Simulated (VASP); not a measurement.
Set up this calculation in VASP 6.6.1, as the native input.

* Task: single point
* Functional: PBE
* Potentials or basis: VASP PAW PBE potentials, release 64 (Sn_d, P, S)
* Cutoff: 500 eV
* k mesh: 12 × 12 × 4
* Occupations: gaussian, width 0.1 eV
* Spin: no spin polarisation
* Dipole correction: no
* Further INCAR settings: ALGO = Normal; EDIFF = 1e-06; NBANDS = 56

The structure of Sn5P2S2 lies in POSCAR:

```
Sn5P2S2
1.0
    5.2718783186      0.0000000000      0.0000000000
   -2.6359391593      4.5655805496      0.0000000000
    0.0000000000      0.0000000000      8.8327545685
Sn P S
5 2 2
Direct
    0.3333333333      0.6666666667      0.3131229944
    0.3333333333      0.6666666667      0.6868770056
    0.6666666667      0.3333333333      0.6868770056
    0.6666666667      0.3333333333      0.3131229944
    0.0000000000      0.0000000000      0.0000000000
    0.3333333333      0.6666666667      0.0000000000
    0.6666666667      0.3333333333      0.0000000000
    0.0000000000      0.0000000000      0.3011859918
    0.0000000000      0.0000000000      0.6988140082
```

The cell was generated, and may not be a known phase.

The input as run:

INCAR

```
SYSTEM = Sn5P2S2
  ALGO = Normal
  EDIFF = 1E-6
  ENCUT = 500
  GGA = PE
  GGA_COMPAT = .False.
  ISIF = 2
  ISMEAR = 0
  LASPH = .True.
  LCHARG = .True.
  LELF = .True.
  LREAL = .False.
  LVHAR = .True.
  LWAVE = .False.
  NBANDS = 56
  NELM = 120
  PREC = Accurate
  SIGMA = 0.1
```

KPOINTS

```
k-points
0
Gamma
  12 12 4
  0 0 0
```

Potentials or basis: VASP PAW PBE potentials, release 64 (Sn_d, P, S).

The run is started by

```bash
$ cat potpaw_PBE.64/Sn_d/POTCAR potpaw_PBE.64/P/POTCAR potpaw_PBE.64/S/POTCAR > POTCAR
$ mpirun -np 1 vasp_std > vasp.out
```

Results of the run:

| Quantity | Value |
| --- | --- |
| Pressure | -0.1 GPa |
| Band gap on the k mesh | zero (bands 46 and 47 overlap by 2.36 eV) |

Caveat: spin-orbit coupling is left out, which moves the levels of the heavy elements.

It took 5.8 min on 1 thread of AMD EPYC 9R45 96-Core Processor (Zen 5), on a shared host, peak memory 0.61 GiB.
